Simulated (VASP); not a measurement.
Set up this calculation in VASP 6.6.1, as the native input.

- Task: relaxation of cell and atoms
- Functional: PBEsol
- Potentials or basis: VASP PAW PBE potentials, release 64 (C)
- Cutoff: 600 eV
- k mesh: 12 × 12 × 12
- Occupations: gaussian, width 0.01 eV
- Spin: no spin polarisation
- Target pressure: -2 GPa
- Dipole correction: no
- Further INCAR settings: ALGO = Normal; EDIFF = 1e-07; IBRION = 2; EDIFFG = -0.002; NSW = 100; ISIF = 3

The structure of C lies in POSCAR:

```
C
1.0
    1.7769037248      1.7769037248      0.0000000000
   -1.7769037248      1.7769037248      0.0000000000
    0.0000000000      1.7769037248      1.7769037248
C
2
Direct
    0.5000000000      0.5000000000      0.0000000000
    0.7500000000      0.2500000000      0.5000000000
```

These files were run (other wordings do the same):

INCAR

```
SYSTEM = C
PREC = Accurate
ENCUT = 600
EDIFF = 1E-7
ISMEAR = 0
SIGMA = 0.01
LREAL = .FALSE.
LASPH = .TRUE.
NELM = 60
ALGO = Normal
ISIF = 3
LWAVE = .FALSE.
LCHARG = .FALSE.
GGA = PS
IBRION = 2
NSW = 100
EDIFFG = -0.002
PSTRESS = -20.0
```

KPOINTS

```
regular mesh
0
G
  12 12 12
  0 0 0
```

Potentials or basis: VASP PAW PBE potentials, release 64 (C).

Command:

```console
$ cat potpaw_PBE.64/C/POTCAR > POTCAR
$ mpirun -np 1 vasp_std > vasp.out
```

It gave:

```
Relaxed volume                                         : 5.64 Å³/atom
Relaxed cell                                           : a = 2.518 Å, b = 2.518 Å, c = 2.518 Å, α = 60.00°, β = 60.00°, γ = 90.00°
Space group after relaxing (to 0.05 Å)                 : Fd-3m (No. 227)
Energy change on relaxing (the enthalpy is what falls) : +0.2 meV/atom
Ionic steps                                            : 3
Pressure after relaxing                                : -2.0 GPa
Band gap on the k mesh                                 : 4.05 eV, indirect (least direct gap 5.55 eV)
```

Caveat: the cell is relaxed towards a set pressure, so the enthalpy falls and the energy may rise; the PAW data sets were made with another functional, which shifts forces and pressure a little.

Wall time 8.3 s on 1 thread of Intel Xeon 6975P-C, with other jobs on the host, peak memory 0.12 GiB.
